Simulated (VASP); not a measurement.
# MgO (wurtzite type) (P6_3mc) in VASP: relaxation of cell and atoms with PBE

Aim: the relaxation of cell and atoms of MgO (wurtzite type) with PBE.

Program: VASP 6.6.1. These are calculated values, not measurements. Logs are shortened: lines on timing, memory, paths and dates and some standing lists are left out, and cuts for length are marked.

### 1 The cell of the first run

It takes space group P6_3mc (No. 186, hexagonal). The conventional cell has a = 2.875 Å, b = 2.875 Å, c = 4.686 Å, α = 90.00°, β = 90.00°, γ = 120.00°. Within 2.3 Å of Mg (site symmetry 3m) lie 4 O at 1.76 Å. O (site symmetry 3m) has 4 Mg at 1.76 Å within 2.3 Å.

### 2 Relaxation of cell and atoms, PBE, target pressure 62 GPa, at which the enthalpy is minimised

INCAR

```
ALGO = Normal
EDIFF = 1E-7
EDIFFG = -0.005
ENCUT = 600
GGA = PE
IBRION = 2
ISIF = 3
ISMEAR = -1
LASPH = T
LCHARG = F
LREAL = F
LWAVE = F
NELM = 80
NSW = 60
PREC = Accurate
PSTRESS = 620.0
SIGMA = 0.08
```

KPOINTS

```
k-points
0
Gamma
  12 12 7
```

POSCAR

```
MgO
1.0
    2.8749189379      0.0000000000      0.0000000000
   -1.4374594690      2.4897528340      0.0000000000
    0.0000000000      0.0000000000      4.6861178688
Mg O
2 2
Direct
    0.3333333333      0.6666666667      0.0000000000
    0.6666666667      0.3333333333      0.5000000000
    0.3333333333      0.6666666667      0.3760000000
    0.6666666667      0.3333333333      0.8760000000
```

Potentials or basis: VASP PAW PBE potentials, release 64 (Mg, O).

Launch:

```bash
$ cat potpaw_PBE.64/Mg/POTCAR potpaw_PBE.64/O/POTCAR > POTCAR
$ mpirun -np 1 vasp_std > vasp.out
```

OUTCAR:

```text
EDIFF = 1E-7
   EDIFFG = -0.005
   ENCUT = 600
   GGA = PE
   IBRION = 2
   ISIF = 3
   ISMEAR = -1
   LASPH = T
   LREAL = F
   NELM = 80
   NSW = 60
   PREC = Accurate
   PSTRESS = 620.0

 ion  position               nearest neighbor table
   1  0.333  0.667  0.000-   4 1.76   4 1.76   4 1.76   3 1.76   2 2.87   2 2.87   2 2.87   2 2.87
                             2 2.87   2 2.87
   2  0.667  0.333  0.500-   3 1.76   3 1.76   3 1.76   4 1.76   1 2.87   1 2.87   1 2.87   1 2.87
                             1 2.87   1 2.87
   3  0.333  0.667  0.376-   2 1.76   2 1.76   2 1.76   1 1.76
   4  0.667  0.333  0.876-   1 1.76   1 1.76   1 1.76   2 1.76

  LATTYP: Found a hexagonal cell.
 ALAT       =     2.8749189379
 C/A-ratio  =     1.6300000000

  Lattice vectors:

 A1 = (   2.8749189379,   0.0000000000,   0.0000000000)
 A2 = (  -1.4374594690,   2.4897528340,   0.0000000000)
 A3 = (   0.0000000000,   0.0000000000,   4.6861178688)

Analysis of symmetry for initial positions (statically):
=====================================================================
 Subroutine PRICEL returns:
 Original cell was already a primitive cell.

 Routine SETGRP: Setting up the symmetry group for a
 hexagonal supercell.

 Subroutine GETGRP returns: Found 12 space group operations
 (whereof  6 operations were pure point group operations)
 out of a pool of 24 trial point group operations.

The static configuration has the point symmetry C_3v.
 The point group associated with its full space group is C_6v.

Analysis of symmetry for dynamics (positions and initial velocities):
=====================================================================
 Subroutine PRICEL returns:
 Original cell was already a primitive cell.

 Routine SETGRP: Setting up the symmetry group for a
 hexagonal supercell.

 Subroutine GETGRP returns: Found 12 space group operations
 (whereof  6 operations were pure point group operations)
 out of a pool of 24 trial point group operations.

The dynamic configuration has the point symmetry C_3v.
 The point group associated with its full space group is C_6v.

 Subroutine INISYM returns: Found 12 space group operations
 (whereof  6 operations are pure point group operations),
 and found     1 'primitive' translations

----------------------------------------------------------------------------------------

                                     Primitive cell

  volume of cell :      33.5425

  direct lattice vectors                    reciprocal lattice vectors
     2.874918938  0.000000000  0.000000000     0.347835894  0.200823147  0.000000000
    -1.437459469  2.489752834  0.000000000     0.000000000  0.401646295  0.000000000
     0.000000000  0.000000000  4.686117869     0.000000000  0.000000000  0.213396254

  length of vectors
     2.874918938  2.874918938  4.686117869     0.401646294  0.401646295  0.213396254

  position of ions in fractional coordinates (direct lattice)
     0.333333333  0.666666667  0.000000000
     0.666666667  0.333333333  0.500000000
     0.333333333  0.666666667  0.376000000
     0.666666667  0.333333333  0.876000000

  ion indices of the primitive-cell ions
   primitive index   ion index
                 1           1
                 2           2
                 3           3
                 4           4

----------------------------------------------------------------------------------------

 KPOINTS: k-points

Automatic generation of k-mesh.
 Grid dimensions read from file:
 generate k-points for:   12   12    7

 Generating k-lattice:

  Cartesian coordinates                     Fractional coordinates (reciprocal lattice)
     0.028986325  0.016735262  0.000000000     0.083333333 -0.000000000  0.000000000
     0.000000000  0.033470525  0.000000000     0.000000000  0.083333333  0.000000000
     0.000000000  0.000000000  0.030485179     0.000000000  0.000000000  0.142857143

  Length of vectors
     0.033470525  0.033470525  0.030485179

  Shift w.r.t. Gamma in fractional coordinates (k-lattice)
     0.000000000  0.000000000  0.000000000

 Subroutine IBZKPT returns following result:
 ===========================================

 Found     76 irreducible k-points:

 Following reciprocal coordinates:
            Coordinates               Weight
  0.000000  0.000000  0.000000      1.000000
  0.083333 -0.000000  0.000000      6.000000
  0.166667 -0.000000  0.000000      6.000000
  0.250000 -0.000000  0.000000      6.000000
  0.333333 -0.000000  0.000000      6.000000
  0.416667 -0.000000  0.000000      6.000000
[... 16 lines left out ...]
  0.250000 -0.000000  0.142857     12.000000
  0.333333 -0.000000  0.142857     12.000000
 [... further k-points ...]
   k-points           NKPTS =     76   k-points in BZ     NKDIM =     76   number of bands    NBANDS=     12
   number of dos      NEDOS =    301   number of ions     NIONS =      4
   total plane-waves  NPLWV =  23040
   dimension x,y,z NGX =    24 NGY =   24 NGZ =   40
   dimension x,y,z NGXF=    48 NGYF=   48 NGZF=   80
   ions per type =               2   2
   NGX,Y,Z   is equivalent  to a cutoff of  13.88, 13.88, 14.19 a.u.
   NGXF,Y,Z  is equivalent  to a cutoff of  27.76, 27.76, 28.38 a.u.
 SYSTEM =  unknown system
   PREC   = accura    normal or accurate (medium, high low for compatibility)
   ISTART =      0    job   : 0-new  1-cont  2-samecut
   ICHARG =      2    charge: 1-file 2-atom 10-const
   ISPIN  =      1    spin polarized calculation?
   LNONCOLLINEAR =      F non collinear calculations
   LSORBIT =      F    spin-orbit coupling
   LASPH  =      T    aspherical Exc in radial PAW
   ENCUT  =  600.0 eV  44.10 Ry    6.64 a.u.   5.74  5.74  9.36*2*pi/ulx,y,z
   NELM   =     80;   NELMIN=  2; NELMDL= -5     # of ELM steps
   EDIFF  = 0.1E-06   stopping-criterion for ELM
   LREAL  =      F    real-space projection
   EDIFFG = -.5E-02   stopping-criterion for IOM
   NSW    =     60    number of steps for IOM
   IBRION =      2    ionic relax: 0-MD 1-quasi-New 2-CG
   NFREE  =      1    steps in history (QN), initial steepest desc. (CG)
   ISIF   =      3    stress and relaxation
   ISYM   =      2    0-nonsym 1-usesym 2-fastsym
   POTIM  = 0.5000    time-step for ionic-motion
   TEBEG  =    0.0;   TEEND  =   0.0 temperature during run
   PSTRESS=  620.0 pullay stress
   NELECT =      16.0000    total number of electrons
   NUPDOWN=      -1.0000    fix difference up-down
   EMIN   =  10.00;   EMAX   =-10.00  energy-range for DOS
   EFERMI =   0.00;   METHOD = LEGACY
   ISMEAR =    -1;   SIGMA  =   0.08  broadening in eV -4-tet -1-fermi 0-gaus
   EFERMI_NEDOS =   21; number of points for ismear=-14 and -15
   IALGO  =     38    algorithm
   IMIX   =      4    mixing-type and parameters
     AMIX     =   0.40;   BMIX     =  1.00
     AMIX_MAG =   1.60;   BMIX_MAG =  1.00
  volume/ion in A,a.u.               =       8.39        56.59
  Fermi-wavevector in a.u.,A,eV,Ry     =   1.279135  2.417215 22.261676  1.636187
  Thomas-Fermi vector in A             =   2.411638
   LORBIT       =      0    0 simple, 1 ext, 2 COOP (PROOUT), +10 PAW based schemes
   GGA     = PE    functional components
   LHFCALC =     F    Hartree Fock is set to
   AEXX    =    0.0000 exact exchange contribution
   IVDW    =     0    specifies the selected vdW correction
   LEPSILON=     F    determine dielectric tensor
   LRPA    =     F    only Hartree local field effects (RPA)
 conjugate gradient relaxation of ions
 non-spin polarized calculation
  energy-cutoff  :      600.00
  volume of cell :       33.54
 maximum number of plane-waves:      1132
 NGX is ok and might be reduce to    24
   NGX = 11   NGY = 11   NGZ = 19

--------------------------------------- Ionic step        1  -------------------------------------------

 number of electron      15.9999999 magnetization

 Free energy of the ion-electron system (eV)
  ---------------------------------------------------
  ext. energy  EPLUGINS =         0.00000000
  ---------------------------------------------------
  free energy    TOTEN  =       -20.24751357 eV

  energy without entropy =      -20.24751357  energy(sigma->0) =      -20.24751357

------------------------ aborting loop because EDIFF is reached ----------------------------------------

  FORCE on cell =-STRESS in cart. coord.  units (eV):
  Direction    XX          YY          ZZ          XY          YZ          ZX
  --------------------------------------------------------------------------------------
  -------------------------------------------------------------------------------------
  Total       20.2864502     20.2864502     18.4927316     -0.0000000      0.0000000      0.0000000
  in kB      968.9951294    968.9951294    883.3170248     -0.0000000      0.0000000      0.0000000
  external PRESSURE =     320.4357612 kB  Pullay stress =     620.0000000 kB
[... 103 lines left out ...]
  energy  without entropy=      -21.7112428980  energy(sigma->0) =      -21.71124290

  enthalpy is  TOTEN    =        -7.5467005011 eV   P V=       14.1645423970

[... ionic steps 4 to 30 ...]

--------------------------------------- Ionic step       31  -------------------------------------------

 number of electron      16.0000000 magnetization

------------------------ aborting loop because EDIFF is reached ----------------------------------------
[... 75 lines left out ...]
--------------------------------------- Ionic step       33  -------------------------------------------

 number of electron      16.0000000 magnetization

 Free energy of the ion-electron system (eV)
  ---------------------------------------------------
  ext. energy  EPLUGINS =         0.00000000
  ---------------------------------------------------
  free energy    TOTEN  =       -21.98883534 eV

  energy without entropy =      -21.98883534  energy(sigma->0) =      -21.98883534

 E-fermi :   5.4718     XC(G=0): -11.2352

 val. band max:        3.9101439200   @ k =   0.0000   0.0000   0.0000
 cond. band min:       8.6847558761   @ k =   0.0000   0.0000   0.0000
 fundamental gap:      4.7746119561
 Fermi energy:         5.4718406938

 k-point     1 :       0.0000    0.0000    0.0000
  band No.  band energies     occupation
      1     -14.3173      2.00000
      2     -12.2031      2.00000
      3      -0.7480      2.00000
      4       1.6421      2.00000
      5       1.6421      2.00000
      6       2.6933      2.00000
      7       2.6933      2.00000
      8       3.9101      2.00000
      9       8.6848      0.00000
     10      15.5031      0.00000
     11      18.1476      0.00000
     12      18.3365      0.00000
[... 331 lines left out ...]
 k-point    24 :       0.3333   -0.0000    0.1429
  band No.  band energies     occupation
      1     -13.5230      2.00000
      2     -12.4010      2.00000
      3      -0.4780      2.00000
      4       0.5014      2.00000
      5       1.1510      2.00000
      6       1.4388      2.00000
      7       2.9715      2.00000
      8       3.0179      2.00000
      9      11.3015      0.00000
     10      14.3099      0.00000
     11      16.5270      0.00000
     12      18.4516      0.00000

 [... further k-points ...]
[... 5 lines left out ...]
  --------------------------------------------------------------------------------------
  -------------------------------------------------------------------------------------
  Total       13.3005994     13.3005994     13.2776601     -0.0000000      0.0000000     -0.0000000
  in kB      620.7552953    620.7552949    619.6846898     -0.0000002      0.0000000     -0.0000000
  external PRESSURE =       0.3984266 kB  Pullay stress =     620.0000000 kB
[... 23 lines left out ...]
  energy  without entropy=      -21.9888353427  energy(sigma->0) =      -21.98883534

  enthalpy is  TOTEN    =        -8.7044192348 eV   P V=       13.2844161079

 reached required accuracy - stopping structural energy minimisation
```

Run time: 6.9 min. Hardware: 1 thread of AMD EPYC 9R45 (Zen 5), shared host; peak memory 0.16 GiB.

What came out:

| Property | Result |
| --- | --- |
| Free energy | -21.9888 eV |
| Relaxed volume | 8.58 Å³/atom |
| Relaxed cell | a = 3.199 Å, b = 3.199 Å, c = 3.874 Å, α = 90.00°, β = 90.00°, γ = 120.00° |
| Space group after relaxing (to 0.05 Å) | P6_3/mmc (No. 194) |
| Energy change on relaxing (the enthalpy is what falls) | -435.3 meV/atom |
| Ionic steps | 33 |
| Pressure after relaxing | 62.0 GPa |
| Band gap on the k mesh | 4.77 eV, direct |

Step by step:
```csv
step,energy change (eV),largest force (eV/Å),pressure (GPa),volume (Å³)
1,0.0000,0.1784,94.04,33.54
2,-2.8744,0.2432,21.86,42.35
3,-1.4637,0.2341,60.20,36.60
4,-1.4127,0.2324,61.43,36.47
5,-1.3894,0.2315,61.98,36.41
6,-1.4046,0.2440,61.91,36.39
7,-1.4487,0.3871,61.33,36.32
8,-1.5693,1.0091,58.89,36.05
9,-1.7444,1.9052,58.79,34.96
10,39.0035,78.5120,428.25,30.40
11,-0.2733,7.1522,75.95,34.91
12,2.0675,3.0377,117.99,33.06
13,0.2135,8.4270,82.82,34.60
14,0.6449,7.5978,93.20,33.89
15,0.5567,7.8109,91.34,33.99
16,0.4038,7.3935,89.37,34.04
17,-0.0163,6.2329,83.86,34.18
18,-0.7011,4.2851,74.38,34.48
19,-1.5914,1.5700,60.61,35.05
20,-2.2536,0.9918,46.51,36.16
21,-2.2012,0.7251,48.14,35.97
22,-2.1561,0.5206,49.35,35.84
23,-2.1142,0.4797,50.81,35.65
24,-1.9690,0.3643,55.41,35.08
25,-1.5823,0.1677,66.22,33.94
26,-1.6352,0.1884,64.81,34.07
27,-1.6725,0.1419,63.84,34.16
28,-1.7510,0.0480,61.78,34.35
29,-1.7556,0.0427,61.65,34.37
30,-1.7496,0.0290,61.81,34.35
31,-1.7412,0.0100,62.04,34.33
32,-1.7389,0.0050,62.10,34.32
33,-1.7413,0.0019,62.04,34.33
```

Final structure:
```cif
data_structure
_symmetry_space_group_name_H-M 'P 1'
_symmetry_Int_Tables_number 1
_cell_length_a 3.1986
_cell_length_b 3.1986
_cell_length_c 3.8744
_cell_angle_alpha 90.000
_cell_angle_beta 90.000
_cell_angle_gamma 120.000
_cell_volume 34.33
loop_
_atom_site_label
_atom_site_type_symbol
_atom_site_fract_x
_atom_site_fract_y
_atom_site_fract_z
_atom_site_occupancy
Mg1 Mg 0.33333 0.66667 0.93798 1
Mg2 Mg 0.66667 0.33333 0.43798 1
O1 O 0.33333 0.66667 0.43802 1
O2 O 0.66667 0.33333 0.93802 1
```

Levels at points of the mesh, in eV from the valence-band top:
```
           k point  band 5  band 6  band 7  band 8  band 9  band 10  band 11  band 12
(0.00, 0.00, 0.00)   -2.27   -1.22   -1.22    0.00    4.77    11.59    14.24    14.43
(0.50, 0.00, 0.00)   -2.97   -2.44   -1.74   -0.73    7.74    10.45    11.82    13.87
```

Caveat: the cell is relaxed towards a set pressure, so the enthalpy falls and the energy may rise.
